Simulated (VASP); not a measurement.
# LuH2 (Fm-3m) in VASP: notebook

LuH2 is run at these levels: LDA; tasks: relaxation of cell and atoms.

Everything below comes from runs of VASP 6.6.1. Logs are shortened: lines on timing, memory, paths and dates and some standing lists are left out, and cuts for length are marked.

**1. The cell of the first run**

It takes space group Fm-3m (No. 225, cubic). The conventional cell has a = 5.033 Å, b = 5.033 Å, c = 5.033 Å, α = 90.00°, β = 90.00°, γ = 90.00°. Lu (site symmetry m-3m) has 8 H at 2.18 Å within 2.9 Å. Within 2.9 Å of H (site symmetry -43m) lie 4 Lu at 2.18 Å and 6 H at 2.52 Å.

**2. Relaxation of cell and atoms, LDA, target pressure 10 GPa, at which the enthalpy is minimised**

File INCAR:

```
  PREC = Accurate
  ENCUT = 600
  EDIFF = 1E-6
  ISMEAR = -1
  SIGMA = 0.1
  LREAL = F
  LASPH = T
  NELM = 60
  ALGO = Normal
  ISIF = 3
  LWAVE = F
  LCHARG = F
  GGA = CA
  IBRION = 2
  NSW = 80
  EDIFFG = -0.02
  PSTRESS = 100.0
```

File KPOINTS:

```
Automatic mesh
0
Gamma
  9 9 9
```

File POSCAR:

```
LuH2
1.0
    0.0000000000      2.5165000000      2.5165000000
    2.5165000000      0.0000000000      2.5165000000
    2.5165000000      2.5165000000      0.0000000000
Lu H
1 2
Direct
    0.0000000000      0.0000000000      0.0000000000
    0.2500000000      0.2500000000      0.2500000000
    0.7500000000      0.7500000000      0.7500000000
```

Potentials or basis: VASP PAW PBE potentials, release 64 (Lu, H).

Launch:

```
$ cat potpaw_PBE.64/Lu/POTCAR potpaw_PBE.64/H/POTCAR > POTCAR
$ mpirun -np 1 vasp_std > vasp.out
```

OUTCAR:

```text
PREC = Accurate
   ENCUT = 600
   EDIFF = 1E-6
   ISMEAR = -1
   LREAL = F
   LASPH = T
   NELM = 60
   ISIF = 3
   GGA = CA
   IBRION = 2
   NSW = 80
   EDIFFG = -0.02
   PSTRESS = 100.0

 ion  position               nearest neighbor table
   1  0.000  0.000  0.000-   3 2.18   3 2.18   3 2.18   2 2.18   2 2.18   2 2.18   3 2.18   2 2.18

   2  0.250  0.250  0.250-   1 2.18   1 2.18   1 2.18   1 2.18
   3  0.750  0.750  0.750-   1 2.18   1 2.18   1 2.18   1 2.18

  LATTYP: Found a face centered cubic cell.
 ALAT       =     5.0330000000

  Lattice vectors:

 A1 = (   0.0000000000,   2.5165000000,   2.5165000000)
 A2 = (   2.5165000000,   0.0000000000,   2.5165000000)
 A3 = (   2.5165000000,   2.5165000000,   0.0000000000)

Analysis of symmetry for initial positions (statically):
=====================================================================
 Subroutine PRICEL returns:
 Original cell was already a primitive cell.

 Routine SETGRP: Setting up the symmetry group for a
 face centered cubic supercell.

 Subroutine GETGRP returns: Found 48 space group operations
 (whereof 48 operations were pure point group operations)
 out of a pool of 48 trial point group operations.

The static configuration has the point symmetry O_h .

Analysis of symmetry for dynamics (positions and initial velocities):
=====================================================================
 Subroutine PRICEL returns:
 Original cell was already a primitive cell.

 Routine SETGRP: Setting up the symmetry group for a
 face centered cubic supercell.

 Subroutine GETGRP returns: Found 48 space group operations
 (whereof 48 operations were pure point group operations)
 out of a pool of 48 trial point group operations.

The dynamic configuration has the point symmetry O_h .

 Subroutine INISYM returns: Found 48 space group operations
 (whereof 48 operations are pure point group operations),
 and found     1 'primitive' translations

----------------------------------------------------------------------------------------

                                     Primitive cell

  volume of cell :      31.8728

  direct lattice vectors                    reciprocal lattice vectors
     0.000000000  2.516500000  2.516500000    -0.198688655  0.198688655  0.198688655
     2.516500000  0.000000000  2.516500000     0.198688655 -0.198688655  0.198688655
     2.516500000  2.516500000  0.000000000     0.198688655  0.198688655 -0.198688655

  length of vectors
     3.558868430  3.558868430  3.558868430     0.344138845  0.344138845  0.344138845

  position of ions in fractional coordinates (direct lattice)
     0.000000000  0.000000000  0.000000000
     0.250000000  0.250000000  0.250000000
     0.750000000  0.750000000  0.750000000

  ion indices of the primitive-cell ions
   primitive index   ion index
                 1           1
[... 59 lines left out ...]
   dimension x,y,z NGX =    28 NGY =   28 NGZ =   28
   dimension x,y,z NGXF=    56 NGYF=   56 NGZF=   56
   ions per type =               1   2
   NGX,Y,Z   is equivalent  to a cutoff of  13.08, 13.08, 13.08 a.u.
   NGXF,Y,Z  is equivalent  to a cutoff of  26.16, 26.16, 26.16 a.u.
 SYSTEM =  unknown system
   PREC   = accura    normal or accurate (medium, high low for compatibility)
   ISTART =      0    job   : 0-new  1-cont  2-samecut
   ICHARG =      2    charge: 1-file 2-atom 10-const
   ISPIN  =      1    spin polarized calculation?
   LNONCOLLINEAR =      F non collinear calculations
   LSORBIT =      F    spin-orbit coupling
   LASPH  =      T    aspherical Exc in radial PAW
   ENCUT  =  600.0 eV  44.10 Ry    6.64 a.u.   7.11  7.11  7.11*2*pi/ulx,y,z
   NELM   =     60;   NELMIN=  2; NELMDL= -5     # of ELM steps
   EDIFF  = 0.1E-05   stopping-criterion for ELM
   LREAL  =      F    real-space projection
   EDIFFG = -.2E-01   stopping-criterion for IOM
   NSW    =     80    number of steps for IOM
   IBRION =      2    ionic relax: 0-MD 1-quasi-New 2-CG
   NFREE  =      1    steps in history (QN), initial steepest desc. (CG)
   ISIF   =      3    stress and relaxation
   ISYM   =      2    0-nonsym 1-usesym 2-fastsym
   POTIM  = 0.5000    time-step for ionic-motion
   TEBEG  =    0.0;   TEEND  =   0.0 temperature during run
   PSTRESS=  100.0 pullay stress
   NELECT =      27.0000    total number of electrons
   NUPDOWN=      -1.0000    fix difference up-down
   EMIN   =  10.00;   EMAX   =-10.00  energy-range for DOS
   EFERMI =   0.00;   METHOD = LEGACY
   ISMEAR =    -1;   SIGMA  =   0.10  broadening in eV -4-tet -1-fermi 0-gaus
   EFERMI_NEDOS =   21; number of points for ismear=-14 and -15
   IALGO  =     38    algorithm
   IMIX   =      4    mixing-type and parameters
     AMIX     =   0.40;   BMIX     =  1.00
     AMIX_MAG =   1.60;   BMIX_MAG =  1.00
  volume/ion in A,a.u.               =      10.62        71.70
  Fermi-wavevector in a.u.,A,eV,Ry     =   1.549016  2.927215 32.646494  2.399450
  Thomas-Fermi vector in A             =   2.653883
   LORBIT       =      0    0 simple, 1 ext, 2 COOP (PROOUT), +10 PAW based schemes
   GGA     = CA    functional components
   LHFCALC =     F    Hartree Fock is set to
   AEXX    =    0.0000 exact exchange contribution
   IVDW    =     0    specifies the selected vdW correction
   LEPSILON=     F    determine dielectric tensor
   LRPA    =     F    only Hartree local field effects (RPA)
 conjugate gradient relaxation of ions
 non-spin polarized calculation
  energy-cutoff  :      600.00
  volume of cell :       31.87
 maximum number of plane-waves:      1075
   NGX = 15   NGY = 15   NGZ = 15

--------------------------------------- Ionic step        1  -------------------------------------------

 number of electron      27.0000002 magnetization

 Free energy of the ion-electron system (eV)
  ---------------------------------------------------
  ext. energy  EPLUGINS =         0.00000000
  ---------------------------------------------------
  free energy    TOTEN  =       -14.03602627 eV

  energy without entropy =      -14.01327563  energy(sigma->0) =      -14.02465095

 E-fermi :   2.3411     XC(G=0): -11.3851

 val. band max:        2.3356735544   @ k =  -0.3333   0.2222   0.0000
 cond. band min:       2.4178699809   @ k =  -0.4444   0.2222   0.1111
 fundamental gap:      0.0821964266
 Fermi energy:         2.3411481727

 k-point     1 :       0.0000    0.0000    0.0000
  band No.  band energies     occupation
      1     -53.4918      2.00000
      2     -24.1997      2.00000
      3     -24.1997      2.00000
      4     -24.1997      2.00000
      5      -6.8474      2.00000
      6      -2.9078      2.00000
[... 587 lines left out ...]
--------------------------------------- Ionic step        4  -------------------------------------------

 number of electron      27.0000003 magnetization

 Free energy of the ion-electron system (eV)
  ---------------------------------------------------
  ext. energy  EPLUGINS =         0.00000000
  ---------------------------------------------------
  free energy    TOTEN  =       -14.01007610 eV

  energy without entropy =      -13.98879689  energy(sigma->0) =      -13.99943649

 E-fermi :   2.8377     XC(G=0): -12.1379

 val. band max:        2.7168661840   @ k =   0.4444   0.2222   0.0000
 cond. band min:       2.8482890857   @ k =  -0.3333   0.2222   0.0000
 fundamental gap:      0.1314229017
 Fermi energy:         2.8377066532

 k-point     1 :       0.0000    0.0000    0.0000
  band No.  band energies     occupation
      1     -52.5007      2.00000
      2     -23.1391      2.00000
      3     -23.1391      2.00000
      4     -23.1391      2.00000
      5      -6.8592      2.00000
      6      -2.1437      2.00000
[... 505 lines left out ...]
  energy  without entropy=      -13.9887968897  energy(sigma->0) =      -13.99943649

  enthalpy is  TOTEN    =       -12.2933917891 eV   P V=        1.7166843061

 reached required accuracy - stopping structural energy minimisation
```

OSZICAR:

```text
N       E                     dE             d eps       ncg     rms          rms(c)
DAV:   1     0.972875472105E+02    0.97288E+02   -0.12324E+04  1454   0.568E+03
DAV:   2    -0.791492028344E+01   -0.10520E+03   -0.10360E+03  1216   0.386E+02
DAV:   3    -0.145170218974E+02   -0.66021E+01   -0.65571E+01  1454   0.854E+01
[... 42 lines left out ...]
DAV:   4    -0.140098235295E+02   -0.19946E-03   -0.54254E-04  2135   0.364E-01    0.464E-02
DAV:   5    -0.140100641687E+02   -0.24064E-03   -0.37852E-04  2249   0.203E-01    0.102E-02
DAV:   6    -0.140100700462E+02   -0.58775E-05   -0.12440E-05  1649   0.491E-02    0.745E-03
DAV:   7    -0.140100755605E+02   -0.55143E-05   -0.81827E-06  1799   0.467E-02    0.229E-03
DAV:   8    -0.140100760952E+02   -0.53466E-06   -0.16430E-06  1276   0.269E-02
   4 F= -.12293392E+02 E0= -.12282752E+02  d E =-.246711E+00
```

It took 84 s on 1 thread of Intel Xeon 8259CL, shared host; peak memory 0.15 GiB.

What came out:

```
Free energy                                                : -14.0101 eV
Relaxed volume                                             : 9.17 Å³/atom
Relaxed cell                                               : a = 3.388 Å, b = 3.388 Å, c = 3.388 Å, α = 60.00°, β = 60.00°, γ = 60.00°
Space group after relaxing (to 0.1 Å)                      : Fm-3m (No. 225)
Energy change on relaxing (the run minimises the enthalpy) : +8.7 meV/atom
Ionic steps                                                : 4
Pressure after relaxing                                    : 9.9 GPa
Band gap on the k mesh                                     : zero (an odd number of electrons rules out a gap without spin polarisation)
```

The path:
```csv
step,energy change (eV),largest force (eV/Å),pressure (GPa),volume (Å³)
1,0.0000,0.0000,-6.12,31.87
2,0.0468,0.0000,11.17,27.19
3,0.0313,0.0000,10.38,27.42
4,0.0260,0.0000,9.86,27.50
```

Final structure:
```
CELL_PARAMETERS angstrom
0.00000 2.39584 2.39584
2.39584 0.00000 2.39584
2.39584 2.39584 0.00000
ATOMIC_POSITIONS crystal
Lu 0.00000 0.00000 0.00000
H 0.25000 0.25000 0.25000
H 0.75000 0.75000 0.75000
```

Caveat: the cell is relaxed towards a set pressure, so the run minimises the enthalpy, not the energy; the PAW data sets were made with another functional, which shifts forces and pressure a little; spin-orbit coupling is left out, which moves the levels of the heavy elements. Zero-point motion and thermal expansion aren't in these numbers.

**3. Relaxation of cell and atoms, LDA, target pressure 20 GPa, at which the enthalpy is minimised**

File INCAR:

```
PREC = Accurate ; ENCUT = 600
EDIFF = 1E-7 ; ISMEAR = -1
SIGMA = 0.1 ; LREAL = False
LASPH = True ; NELM = 80
ALGO = Normal ; ISIF = 3
LWAVE = False ; LCHARG = False
GGA = CA ; IBRION = 2
NSW = 80 ; EDIFFG = -0.02
PSTRESS = 200.0
```

File KPOINTS:

```
regular mesh
0
Gamma
  9 9 9
```

POSCAR is that of step 2.

Potentials or basis: VASP PAW PBE potentials, release 64 (Lu, H).

Launch:

```
$ cat potpaw_PBE.64/Lu/POTCAR potpaw_PBE.64/H/POTCAR > POTCAR
$ mpirun -np 1 vasp_std > vasp.out
```

Run time: 84 s. Hardware: 1 thread of Intel Xeon 8259CL, shared host; peak memory 0.15 GiB.

Results (log left out):

* Free energy: -13.8528 eV
* Relaxed volume: 8.60 Å³/atom
* Relaxed cell: a = 3.316 Å, b = 3.316 Å, c = 3.316 Å, α = 60.00°, β = 60.00°, γ = 60.00°
* Space group after relaxing (to 0.1 Å): Fm-3m (No. 225)
* Energy change on relaxing (the run minimises the enthalpy): +61.1 meV/atom
* Ionic steps: 3
* Pressure after relaxing: 20.0 GPa
* Band gap on the k mesh: zero (an odd number of electrons rules out a gap without spin polarisation)

Step by step:
```
step  energy change (eV)  largest force (eV/Å)  pressure (GPa)  volume (Å³)
   1              0.0000                0.0000           -6.09        31.87
   2              0.3758                0.0000           29.91        24.54
   3              0.1832                0.0000           19.98        25.79
```

Final structure:
```xyz
3
Lattice="0.0000 2.3450 2.3450 2.3450 0.0000 2.3450 2.3450 2.3450 0.0000" Properties=species:S:1:pos:R:3 pbc="T T T"
Lu    0.0000    0.0000    0.0000
H     1.1725    1.1725    1.1725
H     3.5175    3.5175    3.5175
```

Levels at points of the mesh, in eV from the Fermi level:
| k point | band 10 | band 11 | band 12 | band 13 | band 14 | band 15 | band 16 | band 17 |
| --- | --- | --- | --- | --- | --- | --- | --- | --- |
| (0.00, 0.00, 0.00) | -4.23 | -4.23 | -4.23 | 0.34 | 1.58 | 1.58 | 1.58 | 5.10 |

Caveat: the cell is relaxed towards a set pressure, so the run minimises the enthalpy, not the energy; the volume moved by over 15 % at a fixed basis, so the end points are rough; the PAW data sets were made with another functional, which shifts forces and pressure a little; spin-orbit coupling is left out, which moves the levels of the heavy elements.
